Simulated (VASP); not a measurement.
# Hf (Fm-3m) in VASP: a series of runs

Runs on Hf. Level: LDA. Tasks: single point.

Program: VASP 6.6.1. These are calculated values, not measurements. Logs are shortened: lines on timing, memory, paths and dates and some standing lists are left out, and cuts for length are marked.

## Step 1: The cell of the first run

It takes space group Fm-3m (No. 225, cubic). The conventional cell has a = 4.440 Å, b = 4.440 Å, c = 4.440 Å, α = 90.00°, β = 90.00°, γ = 90.00°. Within 4.1 Å of Hf (site symmetry m-3m) lie 12 Hf at 3.14 Å.

## Step 2: Single point, LDA

INCAR

```
PREC = Accurate
ENCUT = 520
EDIFF = 1E-6
ISMEAR = -1
SIGMA = 0.03
LREAL = False
LASPH = True
NELM = 80
ALGO = Normal
ISIF = 2
LWAVE = False
LCHARG = False
GGA = CA
NBANDS = 11
```

KPOINTS

```
regular mesh
0
Gamma
  13 13 13
```

POSCAR

```
Hf
1.0
    0.0000000000      2.2200000000      2.2200000000
    2.2200000000      0.0000000000      2.2200000000
    2.2200000000      2.2200000000      0.0000000000
Hf
1
Direct
    0.0000000000      0.0000000000      0.0000000000
```

Potentials or basis: VASP PAW LDA potentials, release 64 (Hf_pv).

The run is started by

```sh
cat potpaw_LDA.64/Hf_pv/POTCAR > POTCAR
mpirun -np 1 vasp_std > vasp.out
```

OUTCAR:

```text
PREC = Accurate
   ENCUT = 520
   EDIFF = 1E-6
   ISMEAR = -1
   LREAL = False
   LASPH = True
   NELM = 80
   ISIF = 2
   GGA = CA

 ion  position               nearest neighbor table
   1  0.000  0.000  0.000-

  LATTYP: Found a face centered cubic cell.
 ALAT       =     4.4400000000

  Lattice vectors:

 A1 = (   0.0000000000,   2.2200000000,   2.2200000000)
 A2 = (   2.2200000000,   0.0000000000,   2.2200000000)
 A3 = (   2.2200000000,   2.2200000000,   0.0000000000)

Analysis of symmetry for initial positions (statically):
=====================================================================
 Subroutine PRICEL returns:
 Original cell was already a primitive cell.

 Routine SETGRP: Setting up the symmetry group for a
 face centered cubic supercell.

 Subroutine GETGRP returns: Found 48 space group operations
 (whereof 48 operations were pure point group operations)
 out of a pool of 48 trial point group operations.

The static configuration has the point symmetry O_h .

Analysis of symmetry for dynamics (positions and initial velocities):
=====================================================================
 Subroutine PRICEL returns:
 Original cell was already a primitive cell.

 Routine SETGRP: Setting up the symmetry group for a
 face centered cubic supercell.

 Subroutine GETGRP returns: Found 48 space group operations
 (whereof 48 operations were pure point group operations)
 out of a pool of 48 trial point group operations.

The dynamic configuration has the point symmetry O_h .

 Subroutine INISYM returns: Found 48 space group operations
 (whereof 48 operations are pure point group operations),
 and found     1 'primitive' translations

----------------------------------------------------------------------------------------

                                     Primitive cell

  volume of cell :      21.8821

  direct lattice vectors                    reciprocal lattice vectors
     0.000000000  2.220000000  2.220000000    -0.225225225  0.225225225  0.225225225
     2.220000000  0.000000000  2.220000000     0.225225225 -0.225225225  0.225225225
     2.220000000  2.220000000  0.000000000     0.225225225  0.225225225 -0.225225225

  length of vectors
     3.139554108  3.139554108  3.139554108     0.390101533  0.390101533  0.390101533

[... 79 lines left out ...]
   LREAL  =      F    real-space projection
   EDIFFG = 0.1E-04   stopping-criterion for IOM
   NSW    =      0    number of steps for IOM
   IBRION =     -1    ionic relax: 0-MD 1-quasi-New 2-CG
   NFREE  =      0    steps in history (QN), initial steepest desc. (CG)
   ISIF   =      2    stress and relaxation
   ISYM   =      2    0-nonsym 1-usesym 2-fastsym
   POTIM  = 0.5000    time-step for ionic-motion
   TEBEG  =    0.0;   TEEND  =   0.0 temperature during run
   PSTRESS=    0.0 pullay stress
   NELECT =      10.0000    total number of electrons
   NUPDOWN=      -1.0000    fix difference up-down
   EMIN   =  10.00;   EMAX   =-10.00  energy-range for DOS
   EFERMI =   0.00;   METHOD = LEGACY
   ISMEAR =    -1;   SIGMA  =   0.03  broadening in eV -4-tet -1-fermi 0-gaus
   EFERMI_NEDOS =   21; number of points for ismear=-14 and -15
   IALGO  =     38    algorithm
   IMIX   =      4    mixing-type and parameters
     AMIX     =   0.40;   BMIX     =  1.00
     AMIX_MAG =   1.60;   BMIX_MAG =  1.00
  volume/ion in A,a.u.               =      21.88       147.67
  Fermi-wavevector in a.u.,A,eV,Ry     =   1.260991  2.382927 21.634588  1.590097
  Thomas-Fermi vector in A             =   2.394472
   LORBIT       =      0    0 simple, 1 ext, 2 COOP (PROOUT), +10 PAW based schemes
   GGA     = CA    functional components
   LHFCALC =     F    Hartree Fock is set to
   AEXX    =    0.0000 exact exchange contribution
   IVDW    =     0    specifies the selected vdW correction
   LEPSILON=     F    determine dielectric tensor
   LRPA    =     F    only Hartree local field effects (RPA)
 non-spin polarized calculation
  energy-cutoff  :      520.00
  volume of cell :       21.88
 maximum number of plane-waves:       609
   NGX = 11   NGY = 11   NGZ = 11

 number of electron      10.0000000 magnetization

 Free energy of the ion-electron system (eV)
  ---------------------------------------------------
  ext. energy  EPLUGINS =         0.00000000
  ---------------------------------------------------
  free energy    TOTEN  =       -10.61201523 eV

  energy without entropy =      -10.60710080  energy(sigma->0) =      -10.60955801

 E-fermi :   4.7626     XC(G=0): -11.5737

 val. band max:        4.7430917588   @ k =  -0.2308   0.0769   0.0000
 cond. band min:       4.7676745844   @ k =  -0.3077   0.3077   0.0000
 fundamental gap:      0.0245828256
 Fermi energy:         4.7625949166

 k-point     1 :       0.0000    0.0000    0.0000
  band No.  band energies     occupation
      1     -25.0146      2.00000
      2     -25.0146      2.00000
      3     -25.0146      2.00000
      4      -2.4492      2.00000
      5       6.1057      0.00000
      6       6.1057      0.00000
      7       6.1057      0.00000
      8       8.9335      0.00000
      9       8.9335      0.00000
     10      16.2683      0.00000
     11      16.9525      0.00000
[... 309 lines left out ...]
 k-point    24 :       0.4615    0.1538    0.0000
  band No.  band energies     occupation
      1     -25.7964      2.00000
      2     -25.2331      2.00000
      3     -25.1799      2.00000
      4       1.6002      2.00000
      5       4.3502      2.00000
      6       5.3979      0.00000
      7       6.6948      0.00000
      8      10.8552      0.00000
      9      11.2239      0.00000
     10      14.5132      0.00000
     11      16.9607      0.00000

 [... further k-points ...]

------------------------ aborting loop because EDIFF is reached ----------------------------------------

  FORCE on cell =-STRESS in cart. coord.  units (eV):
  Direction    XX          YY          ZZ          XY          YZ          ZX
  --------------------------------------------------------------------------------------
  -------------------------------------------------------------------------------------
  Total       -0.7494302     -0.7494302     -0.7494302     -0.0000000      0.0000000      0.0000000
  in kB      -54.8722610    -54.8722610    -54.8722610     -0.0000000      0.0000000      0.0000000
  external PRESSURE =     -54.8722610 kB  Pullay stress =       0.0000000 kB

 VOLUME and BASIS-vectors are now :
 -----------------------------------------------------------------------------
  energy-cutoff  :      520.00
  volume of cell :       21.88
      direct lattice vectors                 reciprocal lattice vectors
     0.000000000  2.220000000  2.220000000    -0.225225225  0.225225225  0.225225225
     2.220000000  0.000000000  2.220000000     0.225225225 -0.225225225  0.225225225
     2.220000000  2.220000000  0.000000000     0.225225225  0.225225225 -0.225225225

 POSITION                                       TOTAL-FORCE (eV/Angst)
 -----------------------------------------------------------------------------------
      0.00000      0.00000      0.00000         0.000000     -0.000000      0.000000
 -----------------------------------------------------------------------------------
    total drift:                                0.000000      0.000000     -0.000000

  FREE ENERGIE OF THE ION-ELECTRON SYSTEM (eV)
  ---------------------------------------------------
  free  energy   TOTEN  =       -10.6120152261 eV

  energy  without entropy=      -10.6071008024  energy(sigma->0) =      -10.60955801
```

Wall time 6.7 s (1 thread of Intel Xeon 6975P-C (Granite Rapids), shared host); peak memory 0.14 GiB.

What came out:

| Quantity | Value |
| --- | --- |
| Free energy | -10.6120 eV |
| Pressure | -5.5 GPa |
| Band gap on the k mesh | zero (band 5 reaches 6.11 eV, above the bottom of band 6 at 4.21 eV) |

Caveat: spin-orbit coupling is left out, which moves the levels of the heavy elements.

## Step 3: Single point, LDA (volume scaled by 1.01)

INCAR

```
SYSTEM = Hf
  PREC = Accurate
  ENCUT = 520
  EDIFF = 1E-7
  ISMEAR = -1
  SIGMA = 0.03
  LREAL = .FALSE.
  LASPH = .TRUE.
  NELM = 60
  ALGO = Normal
  ISIF = 2
  LWAVE = .FALSE.
  LCHARG = .TRUE.
  LELF = .TRUE.
  LVHAR = .TRUE.
  NBANDS = 11
```

KPOINTS

```
Automatic mesh
0
G
  13 13 13
  0 0 0
```

POSCAR

```
Hf
1.0
    0.0000000000      2.2273754695      2.2273754695
    2.2273754695      0.0000000000      2.2273754695
    2.2273754695      2.2273754695      0.0000000000
Hf
1
Direct
    0.0000000000      0.0000000000      0.0000000000
```

Potentials or basis: VASP PAW LDA potentials, release 64 (Hf_pv).

The run is started by

```sh
cat potpaw_LDA.64/Hf_pv/POTCAR > POTCAR
mpirun -np 1 vasp_std > vasp.out
```

It took 6.4 s on 1 thread of Intel Xeon 6975P-C (Granite Rapids), shared host; peak memory 0.13 GiB.

The run converged. Its results:

```
Free energy            : -10.6039 eV
Pressure               : -6.5 GPa
Band gap on the k mesh : zero (band 5 reaches 6.03 eV, above the bottom of band 6 at 4.15 eV)
```

Levels at points of the mesh, in eV from the Fermi level:
```csv
k point,band 3,band 4,band 5,band 6,band 7,band 8
"(0.00, 0.00, 0.00)",-29.81,-7.18,1.34,1.34,1.34,4.13
```

Caveat: spin-orbit coupling is left out, which moves the levels of the heavy elements.
